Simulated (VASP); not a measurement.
# H4C in VASP: a series of runs

The runs below take H4C through single point, relaxation of the atoms, with r2SCAN+D3(BJ).

Everything below comes from runs of VASP 6.6.1. Logs are shortened: lines on timing, memory, paths and dates and some standing lists are left out, and cuts for length are marked.

### 1 The cell of the first run

The cell holds a disordered packing, 30 atoms: a = 7.891 Å, b = 7.891 Å, c = 7.891 Å, α = 90.00°, β = 90.00°, γ = 90.00°.

### 2 Single point, r2SCAN+D3(BJ)

Contents of POSCAR:

```
H4C
1.0
    7.8912360000      0.0000000000      0.0000000000
    0.0000000000      7.8912360000      0.0000000000
    0.0000000000      0.0000000000      7.8912360000
C H
6 24
Direct
    0.5390410324      0.3786098908      0.9740679407
    0.7439899149      0.0874894630      0.3667106142
    0.2262890123      1.0207526426      0.0823064980
    0.9532980638      0.3992403725      0.1286110313
    0.3158947470      0.2393794838      0.6352363559
    0.9207936501      0.7370455021      0.3852501687
    0.6282159094      0.3078731900      0.8955758008
    0.4252185589      0.4166267490      0.9162696439
    0.6045694236      0.4876549124      1.0130478926
    0.4990219530      0.3117889263      1.0874088673
    0.7440659486      0.2256934148      0.3815118443
    0.6948721341      0.0178299065      0.4764399392
    0.8647821457      0.0256106901      0.3356761856
    0.6459190930      0.0613338646      0.2732525044
    0.0970950558      1.0555380678      0.0412356189
    0.2104233101      0.9866388485      0.2171016049
    0.3230292441      1.1191149270      0.0598131902
    0.2528627961      0.9031411556      0.0098843831
    0.9842184418      0.4458743852      0.2530528804
    0.8618295030      0.2975959660      0.1283449133
    1.0761812218      0.3660136384      0.0713956597
    0.9199952960      0.5126446605      0.0646286589
    0.2416858398      0.1538162083      0.5587464372
    0.2413056713      0.2804503629      0.7506428651
    0.3375770285      0.3447495424      0.5473033629
    0.4375867101      0.1792621587      0.6715551277
    0.8403373058      0.7683967378      0.2840112753
    0.8763012537      0.6420540458      0.4756289129
    0.9615603943      0.8436447725      0.4601813962
    1.0204485077      0.6727336503      0.3071381974
```

Contents of INCAR.step1:

```
SYSTEM = H4C
PREC = Accurate
ENCUT = 520
ISMEAR = -1
SIGMA = 0.02
LREAL = Auto
LASPH = .True.
NELM = 80
NBANDS = 45
GGA = PE
ALGO = Normal
EDIFF = 1E-4
LWAVE = .True.
LCHARG = .False.
```

Contents of INCAR.step2:

```
SYSTEM = H4C
PREC = Accurate
ENCUT = 520
EDIFF = 1E-7
ISMEAR = -1
SIGMA = 0.02
LREAL = Auto
LASPH = .True.
NELM = 80
ALGO = Normal
ISIF = 2
LWAVE = .False.
LCHARG = .True.
METAGGA = R2SCAN
LMIXTAU = .True.
IVDW = 12
VDW_S6 = 1.0
VDW_S8 = 0.78981345
VDW_A1 = 0.49484001
VDW_A2 = 5.73083694
LELF = .True.
LVHAR = .True.
NBANDS = 45
ISTART = 1
```

Contents of KPOINTS:

```
regular mesh
0
Gamma
  1 1 1
  0 0 0
```

Potentials or basis: VASP PAW PBE potentials, release 64 (C, H).

Run with:

```bash
$ cat potpaw_PBE.64/C/POTCAR potpaw_PBE.64/H/POTCAR > POTCAR
$ cp INCAR.step1 INCAR
$ mpirun -np 1 vasp_gam > vasp.out
$ cp INCAR.step2 INCAR
$ mpirun -np 1 vasp_gam > vasp.out
```

OUTCAR:

```text
SYSTEM = H4C
   PREC = Accurate
   ENCUT = 520
   EDIFF = 1E-7
   ISMEAR = -1
   LREAL = Auto
   LASPH = .True.
   NELM = 80
   ISIF = 2
   METAGGA = R2SCAN
   IVDW = 12
   ISTART = 1
 IVDW          = 12

 ion  position               nearest neighbor table
   1  0.539  0.379  0.974-   9 1.05   8 1.05  10 1.09   7 1.09
   2  0.744  0.087  0.367-  14 1.09  12 1.10  11 1.10  13 1.10
   3  0.226  0.021  0.082-  17 1.10  16 1.10  15 1.10  18 1.11
   4  0.953  0.399  0.129-  22 1.06  19 1.08  20 1.08  21 1.10
   5  0.316  0.239  0.635-  23 1.08  25 1.10  26 1.11  24 1.13
   6  0.921  0.737  0.385-  27 1.05  29 1.08  28 1.09  30 1.12
   7  0.628  0.308  0.896-   1 1.09
   8  0.425  0.417  0.916-   1 1.05
   9  0.605  0.488  0.013-   1 1.05
  10  0.499  0.312  0.087-   1 1.09
  11  0.744  0.226  0.382-   2 1.10
  12  0.695  0.018  0.476-   2 1.10
[... 16 lines left out ...]
  29  0.962  0.844  0.460-   6 1.08
  30  0.020  0.673  0.307-   6 1.12

  LATTYP: Found a simple cubic cell.
 ALAT       =     7.8912360000

  Lattice vectors:

 A1 = (   7.8912360000,   0.0000000000,   0.0000000000)
 A2 = (   0.0000000000,   7.8912360000,   0.0000000000)
 A3 = (   0.0000000000,   0.0000000000,   7.8912360000)

Analysis of symmetry for initial positions (statically):
=====================================================================
 Subroutine PRICEL returns:
 Original cell was already a primitive cell.

 Routine SETGRP: Setting up the symmetry group for a
 simple cubic supercell.

 Subroutine GETGRP returns: Found  1 space group operations
 (whereof  1 operations were pure point group operations)
 out of a pool of 48 trial point group operations.

The static configuration has the point symmetry C_1 .

Analysis of symmetry for dynamics (positions and initial velocities):
=====================================================================
 Subroutine PRICEL returns:
 Original cell was already a primitive cell.

 Routine SETGRP: Setting up the symmetry group for a
 simple cubic supercell.

 Subroutine GETGRP returns: Found  1 space group operations
 (whereof  1 operations were pure point group operations)
 out of a pool of 48 trial point group operations.

The dynamic configuration has the point symmetry C_1 .

 Subroutine INISYM returns: Found  1 space group operations
 (whereof  1 operations are pure point group operations),
 and found     1 'primitive' translations

----------------------------------------------------------------------------------------

                                     Primitive cell

  volume of cell :     491.3999

  direct lattice vectors                    reciprocal lattice vectors
     7.891236000  0.000000000  0.000000000     0.126722861  0.000000000  0.000000000
     0.000000000  7.891236000  0.000000000     0.000000000  0.126722861  0.000000000
     0.000000000  0.000000000  7.891236000     0.000000000  0.000000000  0.126722861

  length of vectors
     7.891236000  7.891236000  7.891236000     0.126722861  0.126722861  0.126722861

  position of ions in fractional coordinates (direct lattice)
     0.539041032  0.378609891  0.974067941
     0.743989915  0.087489463  0.366710614
     0.226289012  0.020752643  0.082306498
     0.953298064  0.399240373  0.128611031
     0.315894747  0.239379484  0.635236356
     0.920793650  0.737045502  0.385250169
[... 22 lines left out ...]
     0.961560394  0.843644772  0.460181396
     0.020448508  0.672733650  0.307138197

  ion indices of the primitive-cell ions
   primitive index   ion index
                 1           1
                 2           2
                 3           3
                 4           4
                 5           5
                 6           6
[... 22 lines left out ...]
                29          29
                30          30

----------------------------------------------------------------------------------------

 KPOINTS: regular mesh

Automatic generation of k-mesh.
 Grid dimensions read from file:
 generate k-points for:    1    1    1

 Generating k-lattice:

  Cartesian coordinates                     Fractional coordinates (reciprocal lattice)
     0.126722861  0.000000000  0.000000000     1.000000000  0.000000000  0.000000000
     0.000000000  0.126722861  0.000000000     0.000000000  1.000000000  0.000000000
     0.000000000  0.000000000  0.126722861     0.000000000  0.000000000  1.000000000

  Length of vectors
     0.126722861  0.126722861  0.126722861

  Shift w.r.t. Gamma in fractional coordinates (k-lattice)
     0.000000000  0.000000000  0.000000000

 Subroutine IBZKPT returns following result:
 ===========================================

 Found      1 irreducible k-points:

 Following reciprocal coordinates:
            Coordinates               Weight
  0.000000  0.000000  0.000000      1.000000
   k-points           NKPTS =      1   k-points in BZ     NKDIM =      1   number of bands    NBANDS=     45
   number of dos      NEDOS =    301   number of ions     NIONS =     30
   total plane-waves  NPLWV = 216000
   dimension x,y,z NGX =    60 NGY =   60 NGZ =   60
   dimension x,y,z NGXF=   120 NGYF=  120 NGZF=  120
   ions per type =               6  24
   NGX,Y,Z   is equivalent  to a cutoff of  12.64, 12.64, 12.64 a.u.
   NGXF,Y,Z  is equivalent  to a cutoff of  25.28, 25.28, 25.28 a.u.
 SYSTEM =  H4C
   PREC   = accura    normal or accurate (medium, high low for compatibility)
   ISTART =      1    job   : 0-new  1-cont  2-samecut
   ICHARG =      0    charge: 1-file 2-atom 10-const
   ISPIN  =      1    spin polarized calculation?
   LNONCOLLINEAR =      F non collinear calculations
   LSORBIT =      F    spin-orbit coupling
   LASPH  =      T    aspherical Exc in radial PAW
   ENCUT  =  520.0 eV  38.22 Ry    6.18 a.u.  14.67 14.67 14.67*2*pi/ulx,y,z
   NELM   =     80;   NELMIN=  2; NELMDL=  0     # of ELM steps
   EDIFF  = 0.1E-06   stopping-criterion for ELM
   LREAL  =      T    real-space projection
   EDIFFG = 0.1E-05   stopping-criterion for IOM
   NSW    =      0    number of steps for IOM
   IBRION =     -1    ionic relax: 0-MD 1-quasi-New 2-CG
   NFREE  =      0    steps in history (QN), initial steepest desc. (CG)
   ISIF   =      2    stress and relaxation
   ISYM   =      2    0-nonsym 1-usesym 2-fastsym
   POTIM  = 0.5000    time-step for ionic-motion
   TEBEG  =    0.0;   TEEND  =   0.0 temperature during run
   PSTRESS=    0.0 pullay stress
   NELECT =      48.0000    total number of electrons
   NUPDOWN=      -1.0000    fix difference up-down
   EMIN   =  10.00;   EMAX   =-10.00  energy-range for DOS
   EFERMI =   0.00;   METHOD = LEGACY
   ISMEAR =    -1;   SIGMA  =   0.02  broadening in eV -4-tet -1-fermi 0-gaus
   EFERMI_NEDOS =   21; number of points for ismear=-14 and -15
   IALGO  =     38    algorithm
   IMIX   =      4    mixing-type and parameters
     AMIX     =   0.40;   BMIX     =  1.00
     AMIX_MAG =   1.60;   BMIX_MAG =  1.00
  volume/ion in A,a.u.               =      16.38       110.54
  Fermi-wavevector in a.u.,A,eV,Ry     =   0.753952  1.424762  7.734140  0.568443
  Thomas-Fermi vector in A             =   1.851508
   LORBIT       =      0    0 simple, 1 ext, 2 COOP (PROOUT), +10 PAW based schemes
   METAGGA = R2SCAN    functional components
   LHFCALC =     F    Hartree Fock is set to
   AEXX    =    0.0000 exact exchange contribution
   IVDW    =    12    specifies the selected vdW correction
   LEPSILON=     F    determine dielectric tensor
   LRPA    =     F    only Hartree local field effects (RPA)
 non-spin polarized calculation
  energy-cutoff  :      520.00
  volume of cell :      491.40
 maximum number of plane-waves:      6603
 NGX is ok and might be reduce to    60
   NGX = 29   NGY = 29   NGZ = 29

 number of electron      48.0000004 magnetization

 Free energy of the ion-electron system (eV)
  ---------------------------------------------------
  ext. energy  EPLUGINS =         0.00000000
  ---------------------------------------------------
  free energy    TOTEN  =      -148.91145262 eV

  energy without entropy =     -148.91145262  energy(sigma->0) =     -148.91145262

 E-fermi :  -6.7253     XC(G=0):  -4.3675

 val. band max:       -7.2441241583   @ k =   0.0000   0.0000   0.0000
 cond. band min:       0.5469309434   @ k =   0.0000   0.0000   0.0000
 fundamental gap:      7.7910551017
 Fermi energy:        -6.7252685535

 k-point     1 :       0.0000    0.0000    0.0000
  band No.  band energies     occupation
      1     -16.9380      2.00000
      2     -16.7103      2.00000
      3     -16.4375      2.00000
      4     -16.3061      2.00000
      5     -16.2552      2.00000
      6     -16.2412      2.00000
[... 28 lines left out ...]
     35       4.1122      0.00000
     36       4.2461      0.00000
 [bands above 36 left out]

------------------------ aborting loop because EDIFF is reached ----------------------------------------

 Edisp (eV)   -0.30370

 E8    (eV) :    -0.0456

  FORCE on cell =-STRESS in cart. coord.  units (eV):
  Direction    XX          YY          ZZ          XY          YZ          ZX
  --------------------------------------------------------------------------------------
  -------------------------------------------------------------------------------------
  Total      -0.13646     2.92312    -0.16822     0.36339    -0.44342     4.24985
  in kB      -0.44493     9.53065    -0.54848     1.18480    -1.44573    13.85637
  external pressure =        2.85 kB  Pullay stress =        0.00 kB

 VOLUME and BASIS-vectors are now :
 -----------------------------------------------------------------------------
  energy-cutoff  :      520.00
  volume of cell :      491.40
      direct lattice vectors                 reciprocal lattice vectors
     7.891236000  0.000000000  0.000000000     0.126722861  0.000000000  0.000000000
     0.000000000  7.891236000  0.000000000     0.000000000  0.126722861  0.000000000
     0.000000000  0.000000000  7.891236000     0.000000000  0.000000000  0.126722861

 POSITION                                       TOTAL-FORCE (eV/Angst)
 -----------------------------------------------------------------------------------
      4.25370      2.98770      7.68660         0.448453     -0.797290      0.599779
      5.87100      0.69040      2.89380        -0.648055     -0.341713      0.146223
      1.78570      0.16376      0.64950        -0.776753     -0.852356     -0.100526
      7.52270      3.15050      1.01490         1.648606      0.067108     -0.003878
      2.49280      1.88900      5.01280        -0.113778      0.344749      0.518645
      7.26620      5.81620      3.04010         1.831839     -1.750582      0.110795
[... 22 lines left out ...]
      7.58790      6.65740      3.63140         0.420992      0.217927     -0.237497
      0.16136      5.30870      2.42370         0.161180      0.748246      1.175168
 -----------------------------------------------------------------------------------
    total drift:                                0.008472     -0.012200      0.013069

  FREE ENERGIE OF THE ION-ELECTRON SYSTEM (eV)
  ---------------------------------------------------
  free  energy   TOTEN  =      -149.2151529968 eV

  energy  without entropy=     -149.2151529968  energy(sigma->0) =     -149.21515300
```

Wall time 3.5 min (1 thread of AMD EPYC 7R13 (Zen 3), shared host); peak memory 0.49 GiB.

What came out:

- Free energy: -149.2152 eV
- Pressure: 0.3 GPa
- Largest force: 2.536 eV/Å
- Dispersion energy per atom: -0.010 eV

Forces in eV/Å, atoms in the order of the input:
```
C    0.448 -0.797  0.600
C   -0.648 -0.342  0.146
C   -0.777 -0.852 -0.101
C    1.649  0.067 -0.004
C   -0.114  0.345  0.519
C    1.832 -1.751  0.111
H   -0.518 -0.230 -0.048
H   -0.876  0.262 -1.136
H    0.662  1.299  0.542
H    0.391 -0.347  0.146
H    0.357 -0.428  0.340
H    0.198  0.517  0.293
H   -0.455  0.953 -0.243
H    0.229 -0.125 -0.543
H    0.568  0.404 -0.038
H    0.462  0.198 -0.351
H   -0.586 -0.426  0.104
H    0.282  0.516  0.373
H   -0.127 -0.524  0.636
H   -0.057  0.065 -0.149
H   -0.395 -0.442  0.122
H   -0.964  0.619 -0.816
H   -0.302 -0.600  0.094
H    0.725 -0.365 -1.138
H    0.211  0.181  0.505
H   -0.655  0.346 -0.130
H   -1.654  0.495 -0.377
H   -0.468 -0.004 -0.394
H    0.421  0.218 -0.237
H    0.161  0.748  1.175
```

Stress tensor (GPa, compression positive):
```
-0.04  0.12  1.39
 0.12  0.95 -0.14
 1.39 -0.14 -0.05
```

Caveat: the k points lie up to 0.80 Å⁻¹ apart; the atoms stand as in a frame of molecular dynamics; the PAW data sets were made with another functional, which shifts forces and pressure a little.

[end of part 1 of 2]
